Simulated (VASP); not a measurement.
**WAu: single point with PBE**

The system is WAu.

```xyz
2
Lattice="0.0000 2.6796 2.6796 2.6796 0.0000 2.6796 2.6796 2.6796 0.0000" Properties=species:S:1:pos:R:3 pbc="T T T"
W     0.0000    0.0000    0.0000
Au    2.6796    2.6796    2.6796
```

- Program: VASP 6.6.1
- Task: single point
- Functional: PBE
- Potentials or basis: VASP PAW PBE potentials, release 64 (W_sv, Au)
- Cutoff: 520 eV
- k mesh: 6 × 6 × 6
- Occupations: gaussian, width 0.1 eV
- Spin: no spin polarisation

- Pressure: 0.0 GPa
- Band gap on the k mesh: zero (an odd number of electrons rules out a gap without spin polarisation)

Levels at points of the mesh, in eV from the Fermi level:
```csv
k point,band 9,band 10,band 11,band 12,band 13,band 14,band 15,band 16,band 17,band 18
"(0.00, 0.00, 0.00)",-6.03,-6.03,0.88,0.88,0.88,2.79,2.79,8.06,8.51,8.51
"(0.50, 0.00, 0.00)",-4.66,-4.66,-3.04,-1.84,-1.84,0.32,0.32,1.12,9.80,11.75
"(0.50, 0.50, 0.00)",-4.42,-4.42,-1.48,0.62,0.85,0.85,2.87,3.33,3.33,4.79
```

Wall time 29 s on 1 thread of Intel Xeon 8259CL, with other jobs on the host, peak memory 0.16 GiB.

Caveat: spin-orbit coupling is left out, which moves the levels of the heavy elements.
